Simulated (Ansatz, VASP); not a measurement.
**One calculation of SiO2, two programs**

Contents of INCAR:

```
SYSTEM = SiO2
PREC     = Accurate       ! precision mode
ENCUT    = 520            ! plane-wave cutoff, eV
EDIFF    = 1E-6           ! SCF threshold, eV
ISMEAR   = 0              ! smearing method
SIGMA    = 0.05           ! smearing width, eV
LREAL    = .FALSE.        ! projectors in reciprocal space
LASPH    = .TRUE.         ! aspherical terms in the spheres
NELM     = 60             ! most SCF steps
ALGO     = Normal         ! electronic algorithm
ISIF     = 2              ! what is computed and relaxed
LWAVE    = .FALSE.        ! write WAVECAR
LCHARG   = .FALSE.        ! write CHGCAR
NBANDS   = 25             ! bands
```

KPOINTS

```
Automatic mesh
0
G
  8 8 8
  0 0 0
```

POSCAR

```
SiO2
1.0
   -2.4227747799      2.4227747799      3.7641348058
    2.4227747799     -2.4227747799      3.7641348058
    2.4227747799      2.4227747799     -3.7641348058
Si O
2 4
Direct
    0.0000000000      0.0000000000      0.0000000000
    0.7500000000      0.2500000000      0.5000000000
    0.9742769968      0.6250000000      0.8492769968
    0.3750000000      0.2242769968      0.3492769968
    0.7757230032      0.1250000000      0.1507230032
    0.8750000000      0.0257230032      0.6507230032
```

Input for Ansatz:

```yaml
crystal:
  lattice:
    - [-2.4227747799, 2.4227747799, 3.7641348058]
    - [2.4227747799, -2.4227747799, 3.7641348058]
    - [2.4227747799, 2.4227747799, -3.7641348058]
  atoms:
    - { symbol: Si, position: [0.0, 0.0, 0.0] }
    - { symbol: Si, position: [0.75, 0.25, 0.5] }
    - { symbol: O, position: [0.9742769968, 0.625, 0.8492769968] }
    - { symbol: O, position: [0.375, 0.2242769968, 0.3492769968] }
    - { symbol: O, position: [0.7757230032, 0.125, 0.1507230032] }
    - { symbol: O, position: [0.875, 0.0257230032, 0.6507230032] }
basis:
  ecutwfc: 420
kpoints:
  mp_grid: { grid: [8, 8, 8] }
hamiltonian:
  xc: lda
scf:
  occupations: { method: gaussian, width: 0.05 }
output:
  forces: true
  stress: true
  eigenvalues: true
```

Alike in both runs: task single point; functional LDA; k mesh 8 × 8 × 8; occupations gaussian, width 0.05 eV; no spin polarisation.

|  | VASP | Ansatz |
| --- | --- | --- |
| version | VASP 6.6.1 | Ansatz 0.2.0 |
| potentials or method | VASP PAW LDA potentials, release 64 (Si, O), cutoff 520 eV | scalar-relativistic, plane waves, PAW |
| valence electrons in the cell | 32 | 32 |

```tsv
	VASP	Ansatz	Ansatz less VASP
gap on the k mesh at the Fermi level (eV)	5.71	5.71	+0.001
least direct gap on the mesh (eV)	5.71	5.71	+0.001
pressure (GPa)	0.4	-0.1	-0.55
traceless stress, the component that is largest in VASP (GPa)	-1.83	-1.90	-0.068
rms of the force components (eV/Å)	0.036	0.023	-0.0129
```

LDA's correlation is that of Perdew and Zunger in VASP and of Perdew and Wang (1992) in Ansatz. Atom by atom the forces differ by 0.013 eV/Å (rms over components).
